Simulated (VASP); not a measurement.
# Cs11I12 (a cell with a defect) in VASP: single point with PBEsol

Aim: the single point of Cs11I12 (a cell with a defect) with PBEsol.

Program: VASP 6.6.1. These are calculated values, not measurements. Logs are shortened: lines on timing, memory, paths and dates and some standing lists are left out, and cuts for length are marked.

## (1) The cell of the first run

The cell holds a defect, 23 atoms: a = 11.031 Å, b = 11.031 Å, c = 11.031 Å, α = 80.41°, β = 70.53°, γ = 60.00°.

## (2) Single point, PBEsol

INCAR

```
SYSTEM = Cs11I12
  ALGO = Normal
  EDIFF = 1E-7
  ENCUT = 520
  GGA = PS
  ISIF = 2
  ISMEAR = 0
  LASPH = .True.
  LCHARG = .False.
  LREAL = Auto
  LWAVE = .False.
  NBANDS = 108
  NELECT = 184.0
  NELM = 100
  PREC = Accurate
  SIGMA = 0.05
```

KPOINTS

```
k-points
0
Gamma
  2 2 2
  0 0 0
```

POSCAR

```
Cs11I12
1.0
   -4.5033237172      4.5033237172      9.0066474345
   -9.0066474345     -4.5033237172      4.5033237172
    4.5033237172     -4.5033237172      9.0066474345
Cs I
11 12
Direct
    0.5018507755     -0.0075675217      0.4954392889
    0.7371528694      0.0116833706      0.7553958395
    0.0055585056     -0.0020196194      0.0011051282
    0.9343608220      0.6531282636      0.2432812560
    0.1653288319      0.6807252138      0.4980768408
    0.4139171681      0.6460570420      0.7593893344
    0.6605585164      0.6696801124      0.0012767237
    0.5696082111      0.3350193682      0.2422638408
    0.8343843502      0.3289870830      0.5015845277
    0.0912019527      0.3359993111      0.7614554194
    0.2660765489      0.0633757090      0.2019065377
    0.9352846951      0.3425290068      0.1288223513
    0.2006842923      0.3425166455      0.3942483622
    0.4616120516      0.3309100330      0.6138207408
    0.7193893785      0.3309133639      0.8723559523
    0.6464901110     -0.0128418483      0.1249530980
    0.8720884832      0.0013407875      0.3753913456
    0.1252399417      0.0013096993      0.6267783924
    0.3815012958      0.9866231282      0.8583667848
    0.2901695685      0.6778415658      0.1287925400
    0.5447374881      0.6644117074      0.3760649592
    0.7914546508      0.6655812880      0.6253047031
    0.0319052125      0.6760184679      0.8722591905
```

Potentials or basis: VASP PAW PBE potentials, release 64 (Cs_sv, I).

Started as:

```
$ cat potpaw_PBE.64/Cs_sv/POTCAR potpaw_PBE.64/I/POTCAR > POTCAR
$ mpirun -np 1 vasp_std > vasp.out
```

OUTCAR:

```text
SYSTEM = Cs11I12
   EDIFF = 1E-7
   ENCUT = 520
   GGA = PS
   ISIF = 2
   ISMEAR = 0
   LASPH = .True.
   LREAL = Auto
   NELECT = 184.0
   NELM = 100
   PREC = Accurate

 ion  position               nearest neighbor table
   1  0.502  0.992  0.495-
   2  0.737  0.012  0.755-
   3  0.006  0.998  0.001-
   4  0.934  0.653  0.243-
   5  0.165  0.681  0.498-
   6  0.414  0.646  0.759-
[... 15 lines left out ...]
  22  0.791  0.666  0.625-
  23  0.032  0.676  0.872-

  LATTYP: Found a base centered monoclinic cell.
 ALAT       =    11.0308452538
 B/A-ratio  =     1.7320508076
 C/A-ratio  =     1.0000000000
 COS(beta)  =    -0.3333333333

  Lattice vectors:

 A1 = (  -4.5033237173,  -9.0066474344,  -4.5033237173)
 A2 = (   9.0066474345,   4.5033237172,  -4.5033237172)
 A3 = (   4.5033237172,  -4.5033237172,   9.0066474345)

Analysis of symmetry for initial positions (statically):
=====================================================================
 Subroutine PRICEL returns:
 Original cell was already a primitive cell.

 Routine SETGRP: Setting up the symmetry group for a
 base centered monoclinic supercell.

 Subroutine GETGRP returns: Found  1 space group operations
 (whereof  1 operations were pure point group operations)
 out of a pool of  4 trial point group operations.

The static configuration has the point symmetry C_1 .

Analysis of symmetry for dynamics (positions and initial velocities):
=====================================================================
 Subroutine PRICEL returns:
 Original cell was already a primitive cell.

 Routine SETGRP: Setting up the symmetry group for a
 base centered monoclinic supercell.

 Subroutine GETGRP returns: Found  1 space group operations
 (whereof  1 operations were pure point group operations)
 out of a pool of  4 trial point group operations.

The dynamic configuration has the point symmetry C_1 .

 Subroutine INISYM returns: Found  1 space group operations
 (whereof  1 operations are pure point group operations),
 and found     1 'primitive' translations

----------------------------------------------------------------------------------------

                                     Primitive cell

  volume of cell :    1095.9248

  direct lattice vectors                    reciprocal lattice vectors
    -4.503323717  4.503323717  9.006647434    -0.018504851  0.092524254  0.055514552
    -9.006647434 -4.503323717  4.503323717    -0.074019403 -0.074019403  0.000000000
     4.503323717 -4.503323717  9.006647434     0.055514552 -0.055514552  0.055514552

  length of vectors
    11.030845254 11.030845254 11.030845254     0.109476173  0.104679244  0.096154025

  position of ions in fractional coordinates (direct lattice)
     0.501850776  0.992432478  0.495439289
     0.737152869  0.011683371  0.755395839
     0.005558506  0.997980381  0.001105128
     0.934360822  0.653128264  0.243281256
     0.165328832  0.680725214  0.498076841
     0.413917168  0.646057042  0.759389334
[... 15 lines left out ...]
     0.791454651  0.665581288  0.625304703
     0.031905212  0.676018468  0.872259191

  ion indices of the primitive-cell ions
   primitive index   ion index
                 1           1
                 2           2
                 3           3
                 4           4
                 5           5
                 6           6
[... 15 lines left out ...]
                22          22
                23          23

----------------------------------------------------------------------------------------

 KPOINTS: k-points

Automatic generation of k-mesh.
 Grid dimensions read from file:
 generate k-points for:    2    2    2

 Generating k-lattice:

  Cartesian coordinates                     Fractional coordinates (reciprocal lattice)
    -0.009252425  0.046262127  0.027757276     0.500000000 -0.000000000 -0.000000000
    -0.037009702 -0.037009702  0.000000000     0.000000000  0.500000000  0.000000000
     0.027757276 -0.027757276  0.027757276     0.000000000  0.000000000  0.500000000

  Length of vectors
     0.054738087  0.052339622  0.048077013

  Shift w.r.t. Gamma in fractional coordinates (k-lattice)
     0.000000000  0.000000000  0.000000000

 Subroutine IBZKPT returns following result:
 ===========================================

 Found      8 irreducible k-points:

 Following reciprocal coordinates:
            Coordinates               Weight
  0.000000  0.000000  0.000000      1.000000
  0.500000 -0.000000  0.000000      1.000000
  0.500000  0.500000  0.000000      1.000000
  0.000000  0.500000  0.000000      1.000000
  0.000000 -0.000000  0.500000      1.000000
  0.500000 -0.000000  0.500000      1.000000
  0.500000  0.500000  0.500000      1.000000
  0.000000  0.500000  0.500000      1.000000
   k-points           NKPTS =      8   k-points in BZ     NKDIM =      8   number of bands    NBANDS=    108
   number of dos      NEDOS =    301   number of ions     NIONS =     23
   total plane-waves  NPLWV = 592704
   dimension x,y,z NGX =    84 NGY =   84 NGZ =   84
   dimension x,y,z NGXF=   168 NGYF=  168 NGZF=  168
   ions per type =              11  12
   NGX,Y,Z   is equivalent  to a cutoff of  12.66, 12.66, 12.66 a.u.
   NGXF,Y,Z  is equivalent  to a cutoff of  25.32, 25.32, 25.32 a.u.
 SYSTEM =  Cs11I12
   PREC   = accura    normal or accurate (medium, high low for compatibility)
   ISTART =      0    job   : 0-new  1-cont  2-samecut
   ICHARG =      2    charge: 1-file 2-atom 10-const
   ISPIN  =      1    spin polarized calculation?
   LNONCOLLINEAR =      F non collinear calculations
   LSORBIT =      F    spin-orbit coupling
   LASPH  =      T    aspherical Exc in radial PAW
   ENCUT  =  520.0 eV  38.22 Ry    6.18 a.u.  20.51 20.51 20.51*2*pi/ulx,y,z
   NELM   =    100;   NELMIN=  2; NELMDL= -5     # of ELM steps
   EDIFF  = 0.1E-06   stopping-criterion for ELM
   LREAL  =      T    real-space projection
   EDIFFG = 0.1E-05   stopping-criterion for IOM
   NSW    =      0    number of steps for IOM
   IBRION =     -1    ionic relax: 0-MD 1-quasi-New 2-CG
   NFREE  =      0    steps in history (QN), initial steepest desc. (CG)
   ISIF   =      2    stress and relaxation
   ISYM   =      2    0-nonsym 1-usesym 2-fastsym
   POTIM  = 0.5000    time-step for ionic-motion
   TEBEG  =    0.0;   TEEND  =   0.0 temperature during run
   PSTRESS=    0.0 pullay stress
   NELECT =     184.0000    total number of electrons
   NUPDOWN=      -1.0000    fix difference up-down
   EMIN   =  10.00;   EMAX   =-10.00  energy-range for DOS
   EFERMI =   0.00;   METHOD = LEGACY
   ISMEAR =     0;   SIGMA  =   0.05  broadening in eV -4-tet -1-fermi 0-gaus
   EFERMI_NEDOS =   21; number of points for ismear=-14 and -15
   IALGO  =     38    algorithm
   IMIX   =      4    mixing-type and parameters
     AMIX     =   0.40;   BMIX     =  1.00
     AMIX_MAG =   1.60;   BMIX_MAG =  1.00
  volume/ion in A,a.u.               =      47.65       321.55
  Fermi-wavevector in a.u.,A,eV,Ry     =   0.903137  1.706682 11.097691  0.815657
  Thomas-Fermi vector in A             =   2.026426
   LORBIT       =      0    0 simple, 1 ext, 2 COOP (PROOUT), +10 PAW based schemes
   GGA     = PS    functional components
   LHFCALC =     F    Hartree Fock is set to
   AEXX    =    0.0000 exact exchange contribution
   IVDW    =     0    specifies the selected vdW correction
   LEPSILON=     F    determine dielectric tensor
   LRPA    =     F    only Hartree local field effects (RPA)
 non-spin polarized calculation
 Gauss-broadening in eV      SIGMA  =   0.05
  energy-cutoff  :      520.00
  volume of cell :     1095.92
 maximum number of plane-waves:     29579
 NGX is ok and might be reduce to    84
   NGX = 41   NGY = 41   NGZ = 41

 number of electron     183.9999995 magnetization

 Free energy of the ion-electron system (eV)
  ---------------------------------------------------
  ext. energy  EPLUGINS =         0.00000000
  ---------------------------------------------------
  free energy    TOTEN  =       -63.66149006 eV

  energy without entropy =      -63.66149006  energy(sigma->0) =      -63.66149006

 E-fermi :   0.9748     XC(G=0):  -7.9138

 val. band max:        0.7461151563   @ k =   0.5000   0.5000   0.5000
 cond. band min:       4.5419950521   @ k =   0.0000   0.0000   0.0000
 fundamental gap:      3.7958798958
 Fermi energy:         0.9748249365

 k-point     1 :       0.0000    0.0000    0.0000
  band No.  band energies     occupation
      1     -19.7503      2.00000
      2     -19.6315      2.00000
      3     -19.6157      2.00000
      4     -19.6098      2.00000
      5     -19.5986      2.00000
      6     -19.5955      2.00000
[... 96 lines left out ...]
    103       6.0691      0.00000
    104       6.1244      0.00000

 k-point     2 :       0.5000   -0.0000    0.0000
  band No.  band energies     occupation
      1     -19.7501      2.00000
      2     -19.6290      2.00000
      3     -19.6167      2.00000
      4     -19.6130      2.00000
      5     -19.5986      2.00000
      6     -19.5941      2.00000
[... 634 lines left out ...]
 k-point     8 :       0.0000    0.5000    0.5000
  band No.  band energies     occupation
      1     -19.7501      2.00000
      2     -19.6265      2.00000
      3     -19.6176      2.00000
      4     -19.6145      2.00000
      5     -19.6041      2.00000
      6     -19.5893      2.00000
[... 96 lines left out ...]
    103       5.9668      0.00000
    104       5.9853      0.00000
 [bands above 104 left out]

------------------------ aborting loop because EDIFF is reached ----------------------------------------

  FORCE on cell =-STRESS in cart. coord.  units (eV):
  Direction    XX          YY          ZZ          XY          YZ          ZX
  --------------------------------------------------------------------------------------
  -------------------------------------------------------------------------------------
  Total        6.5625485      7.6802282      7.5591474     -0.0368421      0.1372987      0.0762786
  in kB        9.5940585     11.2280402     11.0510273     -0.0538610      0.2007227      0.1115148
  external PRESSURE =      10.6243753 kB  Pullay stress =       0.0000000 kB

 VOLUME and BASIS-vectors are now :
 -----------------------------------------------------------------------------
  energy-cutoff  :      520.00
  volume of cell :     1095.92
      direct lattice vectors                 reciprocal lattice vectors
    -4.503323717  4.503323717  9.006647434    -0.018504851  0.092524254  0.055514552
    -9.006647434 -4.503323717  4.503323717    -0.074019403 -0.074019403  0.000000000
     4.503323717 -4.503323717  9.006647434     0.055514552 -0.055514552  0.055514552

 POSITION                                       TOTAL-FORCE (eV/Angst)
 -----------------------------------------------------------------------------------
     -8.96736     -4.44037     13.45148        -0.003737      0.003497      0.020311
     -0.02307     -0.13477     13.49547        -0.011025     -0.013605     -0.002977
     -9.00851     -4.47417      4.55425        -0.012522     -0.002042     -0.021702
     -8.99465      0.17091     13.54786        -0.009767      0.010287     -0.000869
     -4.63258     -4.56400      9.04059        -0.007438      0.000236     -0.003215
     -4.26303     -4.46518     13.47696         0.006796     -0.002590      0.004714
[... 15 lines left out ...]
     -6.74288     -2.24910     15.75758        -0.011064      0.001023     -0.000018
     -2.30427     -6.82872     11.18782        -0.019865      0.001825     -0.000562
 -----------------------------------------------------------------------------------
    total drift:                                0.014411      0.010774     -0.003299

  FREE ENERGIE OF THE ION-ELECTRON SYSTEM (eV)
  ---------------------------------------------------
  free  energy   TOTEN  =       -63.6614900592 eV

  energy  without entropy=      -63.6614900592  energy(sigma->0) =      -63.66149006
```

Run time: 22 min. Hardware: 1 thread of Intel Xeon 6975P-C (Granite Rapids), shared host; peak memory 1.4 GiB.

What came out:

```
Free energy   : -63.6615 eV
Largest force : 0.296 eV/Å
```

Forces on the atoms (eV/Å):
```
Cs  -0.004  0.003  0.020
Cs  -0.011 -0.014 -0.003
Cs  -0.013 -0.002 -0.022
Cs  -0.010  0.010 -0.001
Cs  -0.007  0.000 -0.003
Cs   0.007 -0.003  0.005
Cs  -0.011  0.021  0.002
Cs  -0.011  0.001 -0.012
Cs  -0.009 -0.018  0.000
Cs  -0.016  0.004  0.012
Cs   0.296  0.004 -0.007
I   -0.006  0.023  0.022
I   -0.011  0.023 -0.023
I   -0.019  0.013  0.003
I   -0.013  0.000 -0.001
I   -0.003 -0.027 -0.023
I   -0.025  0.007  0.011
I   -0.033  0.008 -0.016
I   -0.005 -0.024  0.024
I   -0.044 -0.028  0.025
I   -0.022 -0.008 -0.012
I   -0.011  0.001  0.000
I   -0.020  0.002 -0.001
```

Caveat: the cell carries a net charge on a neutralising background, which shifts energy and pressure; the cell is charged against a uniform background, so pressure and absolute levels hang on convention; the PAW data sets were made with another functional, which shifts forces and pressure a little; spin-orbit coupling is left out, which moves the levels of the heavy elements.
